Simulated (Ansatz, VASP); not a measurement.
Two plane-wave programs on Pt

```
Pt
1.0
     2.55313    0.00000    0.00000
     0.00000    2.55313    0.00000
     0.00000    0.00000    2.55313
Pt
1
Direct
  0.00000 0.00000 0.00000
```

Alike in both runs: task single point; functional PBEsol; k mesh 14 × 14 × 14; occupations fermi-dirac, width 0.1 eV; no spin polarisation.

|  | VASP | Ansatz |
| --- | --- | --- |
| version | VASP 6.6.1 | Ansatz 0.2.0 |
| potentials or method | VASP PAW PBE potentials, release 64 (Pt), cutoff 520 eV | plane waves (420 eV) with PAW, scalar-relativistic |
| valence electrons in the cell | 10 | 18 |

Ansatz gave:

```
pressure (GPa) : 9.9
```

Estimate VASP's values.

pressure (GPa): 9.4.

VASP's potentials were made for PBE, not for PBEsol, and Ansatz warns of the same on its side. With one functional, cell and mesh, what is left measures potentials, basis and numerics. VASP's potentials hold 10 valence electrons a cell and Ansatz's 18, so a difference there can come from the potentials and not from the codes.

Spin-orbit coupling is off throughout.
